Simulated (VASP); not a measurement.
LiSi16 (a cell with a defect), 17 atoms in the cell. The cell holds a defect, 17 atoms: a = 7.679 Å, b = 7.679 Å, c = 7.679 Å, α = 60.00°, β = 60.00°, γ = 60.00°. 

| Item | Value |
| --- | --- |
| Program | VASP 6.6.1 |
| Task | single point |
| Functional | PBE |
| Potentials or basis | VASP PAW PBE potentials, release 64 (Si, Li_sv) |
| Cutoff | 520 eV |
| k mesh | 2 × 2 × 2 |
| Occupations | fermi-dirac, width 0.05 eV |
| Spin | collinear spin, zero start |
| Starting moments | [0.0, 0.0, 0.0, 0.0, 0.0, 0.0, 0.0, 0.0, 0.0, 0.0, 0.0, 0.0, 0.0, 0.0, 0.0, 0.0, 0.0] μB |
| Dipole correction | no |
| Further INCAR settings | LREAL = Auto; ALGO = Normal; EDIFF = 1e-06; NBANDS = 52 |

Potentials or basis: VASP PAW PBE potentials, release 64 (Si, Li_sv).

The run is started by

```console
$ cat potpaw_PBE.64/Si/POTCAR potpaw_PBE.64/Li_sv/POTCAR > POTCAR
$ mpirun -np 1 vasp_std > vasp.out
```

Hardware: 1 thread of Intel(R) Xeon(R) 6975P-C (Granite Rapids), on a shared host.

Q: How long does it take, and how much memory?

A: It took 3.7 min on 1 thread of Intel(R) Xeon(R) 6975P-C (Granite Rapids), with other jobs on the host, peak memory 0.7 GiB. Counts: scf iterations 15, k points 8.
